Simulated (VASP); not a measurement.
# Ga (C2/m) in VASP: notebook

Ga is run at these levels: LDA; tasks: single point.

Program: VASP 6.6.1. These are calculated values, not measurements. Logs are shortened: lines on timing, memory, paths and dates and some standing lists are left out, and cuts for length are marked.

### Step 1. The cell of the first run

Symmetry: C2/m, No. 12, monoclinic system. The conventional cell has a = 4.011 Å, b = 3.931 Å, c = 2.956 Å, α = 90.00°, β = 131.09°, γ = 90.00°. Within 3.7 Å of Ga (site symmetry 2/m) lie 12 Ga at 2.81 to 3.04 Å.

### Step 2. Single point, LDA (equal xy, yz and zx shear strains of +2 %)

Contents of INCAR:

```
SYSTEM = Ga
PREC = Accurate
ENCUT = 520
EDIFF = 1E-7
ISMEAR = -1
SIGMA = 0.05
LREAL = .False.
LASPH = .True.
NELM = 60
ALGO = Normal
ISIF = 2
LWAVE = .False.
LCHARG = .False.
NBANDS = 12
```

Contents of KPOINTS:

```
Automatic mesh
0
Gamma
  14 14 16
  0 0 0
```

Contents of POSCAR:

```
Ga
1.0
   -1.3676700000      1.4122500000      2.2290000000
    1.4122500000     -1.3676700000      2.2290000000
    1.3957500000      1.3957500000     -2.2009200000
Ga
1
Direct
    0.0000000000      0.0000000000      0.0000000000
```

Potentials or basis: VASP PAW LDA potentials, release 64 (Ga_d).

Run with:

```console
$ cat potpaw_LDA.64/Ga_d/POTCAR > POTCAR
$ mpirun -np 1 vasp_std > vasp.out
```

OUTCAR:

```text
SYSTEM = Ga
   PREC = Accurate
   ENCUT = 520
   EDIFF = 1E-7
   ISMEAR = -1
   LREAL = .False.
   LASPH = .True.
   NELM = 60
   ISIF = 2

 ion  position               nearest neighbor table
   1  0.000  0.000  0.000-

  Warning from LATTYP: Got some problem with cell dimensions!
  Tried to take original basis but could not verify dimensions!
  LATTYP: Found a base centered monoclinic cell.
 ALAT       =     4.0112159601
 B/A-ratio  =     0.9801019455
 C/A-ratio  =     0.7370326917
 COS(beta)  =    -0.6571784510

  Lattice vectors:

 A1 = (  -0.0280800000,  -2.8080000000,  -0.0280800000)
 A2 = (  -2.8080000000,  -0.0280800000,  -0.0280800000)
 A3 = (   1.3957500000,   1.3957500000,  -2.2009200000)

Analysis of symmetry for initial positions (statically):
=====================================================================
 Subroutine PRICEL returns:
 Original cell was already a primitive cell.

 Routine SETGRP: Setting up the symmetry group for a
 base centered monoclinic supercell.

 Subroutine GETGRP returns: Found  4 space group operations
 (whereof  4 operations were pure point group operations)
 out of a pool of  4 trial point group operations.

The static configuration has the point symmetry C_2h.

Analysis of symmetry for dynamics (positions and initial velocities):
=====================================================================
 Subroutine PRICEL returns:
 Original cell was already a primitive cell.

 Routine SETGRP: Setting up the symmetry group for a
 base centered monoclinic supercell.

 Subroutine GETGRP returns: Found  4 space group operations
 (whereof  4 operations were pure point group operations)
 out of a pool of  4 trial point group operations.

The dynamic configuration has the point symmetry C_2h.

 Subroutine INISYM returns: Found  4 space group operations
 (whereof  4 operations are pure point group operations),
 and found     1 'primitive' translations

----------------------------------------------------------------------------------------

                                     Primitive cell

  volume of cell :      17.5701

  direct lattice vectors                    reciprocal lattice vectors
    -1.367670000  1.412250000  2.229000000    -0.005748081  0.353974501  0.220833572
     1.412250000 -1.367670000  2.229000000     0.353974501 -0.005748081  0.220833572
     1.395750000  1.395750000 -2.200920000     0.352669198  0.352669198 -0.007053384

  length of vectors
     2.972105700  2.972105700  2.956397296     0.417251069  0.417251069  0.498799435

  position of ions in fractional coordinates (direct lattice)
     0.000000000  0.000000000  0.000000000

  ion indices of the primitive-cell ions
[... 79 lines left out ...]
   NFREE  =      0    steps in history (QN), initial steepest desc. (CG)
   ISIF   =      2    stress and relaxation
   ISYM   =      2    0-nonsym 1-usesym 2-fastsym
   POTIM  = 0.5000    time-step for ionic-motion
   TEBEG  =    0.0;   TEEND  =   0.0 temperature during run
   PSTRESS=    0.0 pullay stress
   NELECT =      13.0000    total number of electrons
   NUPDOWN=      -1.0000    fix difference up-down
   EMIN   =  10.00;   EMAX   =-10.00  energy-range for DOS
   EFERMI =   0.00;   METHOD = LEGACY
   ISMEAR =    -1;   SIGMA  =   0.05  broadening in eV -4-tet -1-fermi 0-gaus
   EFERMI_NEDOS =   21; number of points for ismear=-14 and -15
   IALGO  =     38    algorithm
   IMIX   =      4    mixing-type and parameters
     AMIX     =   0.40;   BMIX     =  1.00
     AMIX_MAG =   1.60;   BMIX_MAG =  1.00
  volume/ion in A,a.u.               =      17.57       118.57
  Fermi-wavevector in a.u.,A,eV,Ry     =   1.480691  2.798100 29.830023  2.192445
  Thomas-Fermi vector in A             =   2.594693
   LORBIT       =      0    0 simple, 1 ext, 2 COOP (PROOUT), +10 PAW based schemes
   GGA     = CA    functional components
   LHFCALC =     F    Hartree Fock is set to
   AEXX    =    0.0000 exact exchange contribution
   IVDW    =     0    specifies the selected vdW correction
   LEPSILON=     F    determine dielectric tensor
   LRPA    =     F    only Hartree local field effects (RPA)
 non-spin polarized calculation
  energy-cutoff  :      520.00
  volume of cell :       17.57
 maximum number of plane-waves:       488
 NGX is ok and might be reduce to    24
   NGX = 11   NGY = 11   NGZ = 11

 number of electron      13.0000000 magnetization

 Free energy of the ion-electron system (eV)
  ---------------------------------------------------
  ext. energy  EPLUGINS =         0.00000000
  ---------------------------------------------------
  free energy    TOTEN  =        -3.56274922 eV

  energy without entropy =       -3.56025860  energy(sigma->0) =       -3.56150391

 E-fermi :   5.9682     XC(G=0): -11.6952

 val. band max:        5.9617387976   @ k =   0.5000   0.4286   0.1250
 cond. band min:       5.9866895702   @ k =  -0.3571   0.4286   0.2500
 fundamental gap:      0.0249507725
 Fermi energy:         5.9682004948

 k-point     1 :       0.0000    0.0000    0.0000
  band No.  band energies     occupation
      1      -9.1653      2.00000
      2      -9.0384      2.00000
      3      -9.0296      2.00000
      4      -9.0042      2.00000
      5      -8.8677      2.00000
      6      -5.6221      2.00000
      7      18.5089      0.00000
      8      18.7649      0.00000
      9      19.2586      0.00000
     10      22.2672      0.00000
     11      22.6266      0.00000
     12      23.1363      0.00000
[... 331 lines left out ...]
 k-point    24 :       0.2857    0.1429    0.0000
  band No.  band energies     occupation
      1      -9.1098      2.00000
      2      -9.0795      2.00000
      3      -9.0000      2.00000
      4      -8.9020      2.00000
      5      -8.8851      2.00000
      6      -2.2846      2.00000
      7       7.3759      0.00000
      8      12.7296      0.00000
      9      15.4118      0.00000
     10      20.1927      0.00000
     11      21.9643      0.00000
     12      24.6965      0.00000

 [... further k-points ...]
[... 5 lines left out ...]
  --------------------------------------------------------------------------------------
  -------------------------------------------------------------------------------------
  Total       -0.1599195     -0.1599195     -0.2043879     -0.0176776     -0.0133175     -0.0133175
  in kB      -14.5826711    -14.5826711    -18.6376376     -1.6119779     -1.2143931     -1.2143940
  external PRESSURE =     -15.9343266 kB  Pullay stress =       0.0000000 kB

 VOLUME and BASIS-vectors are now :
 -----------------------------------------------------------------------------
  energy-cutoff  :      520.00
  volume of cell :       17.57
      direct lattice vectors                 reciprocal lattice vectors
    -1.367670000  1.412250000  2.229000000    -0.005748081  0.353974501  0.220833572
     1.412250000 -1.367670000  2.229000000     0.353974501 -0.005748081  0.220833572
     1.395750000  1.395750000 -2.200920000     0.352669198  0.352669198 -0.007053384

 POSITION                                       TOTAL-FORCE (eV/Angst)
 -----------------------------------------------------------------------------------
      0.00000      0.00000      0.00000         0.000000      0.000000     -0.000000
 -----------------------------------------------------------------------------------
    total drift:                                0.000000     -0.000000      0.000000

  FREE ENERGIE OF THE ION-ELECTRON SYSTEM (eV)
  ---------------------------------------------------
  free  energy   TOTEN  =        -3.5627492227 eV

  energy  without entropy=       -3.5602586020  energy(sigma->0) =       -3.56150391
```

OSZICAR:

```text
N       E                     dE             d eps       ncg     rms          rms(c)
DAV:   1     0.427368465187E+02    0.42737E+02   -0.66452E+03 22344   0.191E+03
DAV:   2    -0.151945506920E+01   -0.44256E+02   -0.42605E+02 21640   0.262E+02
DAV:   3    -0.358623654495E+01   -0.20668E+01   -0.20622E+01 23348   0.455E+01
DAV:   4    -0.360285696983E+01   -0.16620E-01   -0.16618E-01 23316   0.432E+00
DAV:   5    -0.360302435341E+01   -0.16738E-03   -0.16738E-03 24128   0.419E-01    0.924E-01
DAV:   6    -0.357128121678E+01    0.31743E-01   -0.46411E-02 25300   0.446E+00    0.441E-01
DAV:   7    -0.356364054433E+01    0.76407E-02   -0.76579E-03 25860   0.143E+00    0.121E-01
DAV:   8    -0.356275005796E+01    0.89049E-03   -0.83082E-04 25500   0.509E-01    0.865E-03
DAV:   9    -0.356274918092E+01    0.87703E-06   -0.64833E-06 25116   0.403E-02    0.287E-03
DAV:  10    -0.356274922266E+01   -0.41738E-07   -0.14554E-07 23456   0.540E-03
   1 F= -.35627492E+01 E0= -.35615039E+01  d E =-.249062E-02
```

stdout:

```text
POSCAR found type information on POSCAR Ga
 POSCAR found :  1 types and       1 ions
 scaLAPACK will be used
 LDA part: xc-table for (Slater(with rela. corr.)+CA(PZ))
 , standard interpolation
 POSCAR, INCAR and KPOINTS ok, starting setup
 FFT: planning ... GRIDC
 FFT: planning ... GRID_SOFT
 FFT: planning ... GRID
 WAVECAR not read
 entering main loop
```

Wall time 86 s (1 thread of AMD EPYC 9R45 (Zen 5), shared host); peak memory 0.24 GiB.

What came out:

```yaml
Free_energy: -3.5627 eV
Pressure: -1.6 GPa
Band_gap_on_the_k_mesh: zero (an odd number of electrons rules out a gap without spin polarisation)
```

Caveat: the cell differs from its parent crystal (equal xy, yz and zx shear strains of +2 %).

### Step 3. Single point, LDA (equal xy, yz and zx shear strains of -2 %)

Contents of INCAR:

```
ALGO = Normal
EDIFF = 1E-7
ENCUT = 520
ISIF = 2
ISMEAR = -1
LASPH = T
LCHARG = F
LREAL = F
LWAVE = F
NBANDS = 12
NELM = 80
PREC = Accurate
SIGMA = 0.05
```

Contents of KPOINTS:

```
k-points
0
Gamma
  14 14 16
```

Contents of POSCAR:

```
Ga
1.0
   -1.4403300000      1.3957500000      2.2290000000
    1.3957500000     -1.4403300000      2.2290000000
    1.4122500000      1.4122500000     -2.2570800000
Ga
1
Direct
    0.0000000000      0.0000000000      0.0000000000
```

Potentials or basis: VASP PAW LDA potentials, release 64 (Ga_d).

Run with:

```console
$ cat potpaw_LDA.64/Ga_d/POTCAR > POTCAR
$ mpirun -np 1 vasp_std > vasp.out
```

OUTCAR:

```text
EDIFF = 1E-7
   ENCUT = 520
   ISIF = 2
   ISMEAR = -1
   LASPH = T
   LREAL = F
   NELM = 80
   PREC = Accurate

 ion  position               nearest neighbor table
   1  0.000  0.000  0.000-

  Warning from LATTYP: Got some problem with cell dimensions!
  Tried to take original basis but could not verify dimensions!
  LATTYP: Found a base centered monoclinic cell.
 ALAT       =     3.9318016682
 B/A-ratio  =     1.0200979445
 C/A-ratio  =     0.7452137449
 COS(beta)  =    -0.6493249309

  Lattice vectors:

 A1 = (  -2.8080000000,   0.0280800000,   0.0280800000)
 A2 = (   0.0280800000,  -2.8080000000,   0.0280800000)
 A3 = (   1.3676700000,   1.3676700000,   2.2009200000)

Analysis of symmetry for initial positions (statically):
=====================================================================
 Subroutine PRICEL returns:
 Original cell was already a primitive cell.

 Routine SETGRP: Setting up the symmetry group for a
 base centered monoclinic supercell.

 Subroutine GETGRP returns: Found  4 space group operations
 (whereof  4 operations were pure point group operations)
 out of a pool of  4 trial point group operations.

The static configuration has the point symmetry C_2h.

[... 161 lines left out ...]
 fundamental gap:      0.0114016392
 Fermi energy:         5.9936613414

 k-point     1 :       0.0000    0.0000    0.0000
  band No.  band energies     occupation
      1      -9.1647      2.00000
      2      -9.0450      2.00000
      3      -9.0204      2.00000
      4      -9.0035      2.00000
      5      -8.8673      2.00000
      6      -5.6221      2.00000
      7      18.4541      0.00000
      8      18.8369      0.00000
      9      19.2377      0.00000
     10      22.2754      0.00000
     11      22.6320      0.00000
     12      23.0421      0.00000
[... 331 lines left out ...]
 k-point    24 :       0.2857    0.1429   -0.0000
  band No.  band energies     occupation
      1      -9.1080      2.00000
      2      -9.0807      2.00000
      3      -8.9947      2.00000
      4      -8.9137      2.00000
      5      -8.8641      2.00000
      6      -2.0276      2.00000
      7       7.5001      0.00000
      8      12.5408      0.00000
      9      14.9949      0.00000
     10      20.1922      0.00000
     11      21.2610      0.00000
     12      24.3147      0.00000

 [... further k-points ...]
[... 5 lines left out ...]
  --------------------------------------------------------------------------------------
  -------------------------------------------------------------------------------------
  Total       -0.1534107     -0.1534107     -0.1943450      0.0237432      0.0147048      0.0147048
  in kB      -13.9892084    -13.9892084    -17.7219196      2.1650970      1.3408966      1.3408963
  external PRESSURE =     -15.2334454 kB  Pullay stress =       0.0000000 kB

 VOLUME and BASIS-vectors are now :
 -----------------------------------------------------------------------------
  energy-cutoff  :      520.00
  volume of cell :       17.57
      direct lattice vectors                 reciprocal lattice vectors
    -1.440330000  1.395750000  2.229000000     0.005864227  0.358463590  0.227959115
     1.395750000 -1.440330000  2.229000000     0.358463590  0.005864227  0.227959115
     1.412250000  1.412250000 -2.257080000     0.359795268  0.359795268  0.007195905

 POSITION                                       TOTAL-FORCE (eV/Angst)
 -----------------------------------------------------------------------------------
      0.00000      0.00000      0.00000        -0.000000      0.000000     -0.000000
 -----------------------------------------------------------------------------------
    total drift:                               -0.000000      0.000000      0.000000

  FREE ENERGIE OF THE ION-ELECTRON SYSTEM (eV)
  ---------------------------------------------------
  free  energy   TOTEN  =        -3.5624045155 eV

  energy  without entropy=       -3.5596100135  energy(sigma->0) =       -3.56100726
```

OSZICAR:

```text
N       E                     dE             d eps       ncg     rms          rms(c)
DAV:   1     0.435253821426E+02    0.43525E+02   -0.66811E+03 22188   0.192E+03
DAV:   2    -0.144302910375E+01   -0.44968E+02   -0.43202E+02 21428   0.264E+02
DAV:   3    -0.358519475624E+01   -0.21422E+01   -0.21364E+01 23344   0.461E+01
DAV:   4    -0.360235690982E+01   -0.17162E-01   -0.17160E-01 23220   0.440E+00
DAV:   5    -0.360253167556E+01   -0.17477E-03   -0.17476E-03 24164   0.427E-01    0.921E-01
DAV:   6    -0.357090667255E+01    0.31625E-01   -0.46249E-02 25340   0.445E+00    0.439E-01
DAV:   7    -0.356329448903E+01    0.76122E-02   -0.76402E-03 25944   0.143E+00    0.120E-01
DAV:   8    -0.356240532412E+01    0.88916E-03   -0.82657E-04 25672   0.507E-01    0.858E-03
DAV:   9    -0.356240447084E+01    0.85328E-06   -0.63029E-06 24896   0.399E-02    0.285E-03
DAV:  10    -0.356240451550E+01   -0.44663E-07   -0.14314E-07 23616   0.528E-03
   1 F= -.35624045E+01 E0= -.35610073E+01  d E =-.279450E-02
```

Wall time 82 s (1 thread of AMD EPYC 9R45 (Zen 5), shared host); peak memory 0.24 GiB.

Results:

- Free energy: -3.5624 eV
- Pressure: -1.5 GPa
- Band gap on the k mesh: zero (an odd number of electrons rules out a gap without spin polarisation)

Levels at points of the mesh, in eV from the Fermi level:
| k point | band 2 | band 3 | band 4 | band 5 | band 6 | band 7 | band 8 | band 9 | band 10 | band 11 |
| --- | --- | --- | --- | --- | --- | --- | --- | --- | --- | --- |
| (0.00, 0.00, 0.00) | -15.04 | -15.01 | -15.00 | -14.86 | -11.62 | 12.46 | 12.84 | 13.24 | 16.28 | 16.64 |
| (0.50, 0.00, 0.00) | -15.13 | -15.01 | -14.82 | -14.78 | -4.85 | -4.20 | 8.32 | 11.63 | 12.57 | 15.68 |
| (0.50, 0.50, 0.00) | -15.21 | -14.83 | -14.82 | -14.71 | -2.40 | -1.64 | 4.06 | 5.42 | 8.04 | 8.97 |
| (0.00, 0.00, 0.50) | -15.22 | -14.83 | -14.81 | -14.71 | -2.10 | -1.19 | 3.94 | 4.79 | 8.06 | 8.18 |
| (0.50, 0.00, 0.50) | -15.12 | -15.01 | -14.83 | -14.78 | -5.20 | -4.33 | 8.98 | 11.85 | 13.27 | 15.96 |
| (0.50, 0.50, 0.50) | -15.22 | -14.80 | -14.79 | -14.78 | -3.90 | -3.67 | 6.43 | 6.57 | 9.90 | 10.68 |

Caveat: the cell differs from its parent crystal (equal xy, yz and zx shear strains of -2 %).

### Step 4. Single point, LDA (equal xy, yz and zx shear strains of +1 %)

Contents of INCAR:

```
PREC = Accurate
ENCUT = 520
EDIFF = 1E-6
ISMEAR = -1
SIGMA = 0.05
LREAL = False
LASPH = True
NELM = 60
ALGO = Normal
ISIF = 2
LWAVE = False
LCHARG = True
LELF = True
LVHAR = True
NBANDS = 12
```

Contents of KPOINTS:

```
Automatic mesh
0
Gamma
  14 14 16
```

Contents of POSCAR:

```
Ga
1.0
   -1.3858350000      1.4081250000      2.2290000000
    1.4081250000     -1.3858350000      2.2290000000
    1.3998750000      1.3998750000     -2.2149600000
Ga
1
Direct
    0.0000000000      0.0000000000      0.0000000000
```

Run with:

```console
$ cat potpaw_LDA.64/Ga_d/POTCAR > POTCAR
$ mpirun -np 1 vasp_std > vasp.out
```

It took 81 s on 1 thread of AMD EPYC 9R45 (Zen 5), shared host; peak memory 0.24 GiB.

The run converged. Its results:

| Item | Value |
| --- | --- |
| Free energy | -3.5627 eV |
| Pressure | -1.7 GPa |
| Band gap on the k mesh | zero (an odd number of electrons rules out a gap without spin polarisation) |

Stress tensor (GPa, compression positive):
```
-1.64 -0.16  0.17
-0.16 -1.64  0.17
 0.17  0.17 -1.85
```

Levels at points of the mesh, in eV from the Fermi level:
```
           k point  band 4  band 5  band 6  band 7  band 8  band 9
(0.00, 0.00, 0.00)  -14.98  -14.84  -11.59   12.71   12.85   13.08
(0.50, 0.00, 0.00)  -14.81  -14.76   -5.09   -4.28    8.83   11.87
(0.50, 0.50, 0.00)  -14.80  -14.69   -2.16   -1.29    3.98    4.97
(0.00, 0.00, 0.50)  -14.80  -14.69   -2.31   -1.50    4.18    5.13
(0.50, 0.00, 0.50)  -14.80  -14.76   -4.92   -4.21    8.50   11.70
(0.50, 0.50, 0.50)  -14.77  -14.76   -3.88   -3.64    6.48    6.55
```

Caveat: the cell differs from its parent crystal (equal xy, yz and zx shear strains of +1 %).

### Step 5. Overview

```tsv
cell	gap on the mesh (eV)	pressure (GPa)
a = 2.972, b = 2.972, c = 2.956 Å, angles 123.5, 123.5, 82.8°, 1 atom	none	-1.6
a = 2.999, b = 2.999, c = 3.014 Å, angles 124.3, 124.3, 83.9°, 1 atom	none	-1.5
a = 2.979, b = 2.979, c = 2.971 Å, angles 123.7, 123.7, 83.1°, 1 atom	none	-1.7
```

Alike in all rows: task single point; level LDA; potentials or basis VASP PAW LDA potentials, release 64 (Ga_d); no spin polarisation; k mesh 14 × 14 × 16; cutoff (eV) 520; smearing fermi-dirac 0.05 eV.

Absolute energies hang on the potentials; compare differences alone.
